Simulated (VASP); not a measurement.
A run of VASP 6.6.1 is set up as follows.

File INCAR:

```
PREC = Accurate ; ENCUT = 520
EDIFF = 1E-6 ; ISMEAR = 0
SIGMA = 0.15 ; LREAL = False
LASPH = True ; NELM = 80
ALGO = Normal ; ISIF = 2
LWAVE = False ; LCHARG = False
GGA = PS ; NBANDS = 16
```

Contents of KPOINTS:

```
regular mesh
0
Gamma
  14 14 14
```

The input POSCAR:

```
HgTe
1.0
    0.0000000000      3.3202050000      3.3202050000
    3.3202050000      0.0000000000      3.3202050000
    3.3202050000      3.3202050000      0.0000000000
Hg Te
1 1
Direct
    0.0000000000      0.0000000000      0.0000000000
    0.7500000000      0.7500000000      0.7500000000
```

Potentials or basis: VASP PAW PBE potentials, release 64 (Hg, Te).

Command:

```sh
$ cat potpaw_PBE.64/Hg/POTCAR potpaw_PBE.64/Te/POTCAR > POTCAR
$ mpirun -np 1 vasp_std > vasp.out
```

Question: Predict the band gap on the k mesh.

Answer: Zero (filled and empty bands touch).

Question: Predict the pressure.

Answer: -2.1 GPa.

Caveat: the cell differs from its parent crystal (strain +0.030 along x and y, +0.030 along z); semilocal functionals underestimate gaps, so a narrow gap can read as zero; the PAW data sets were made with another functional, which shifts forces and pressure a little; spin-orbit coupling is left out, which moves the levels of the heavy elements.
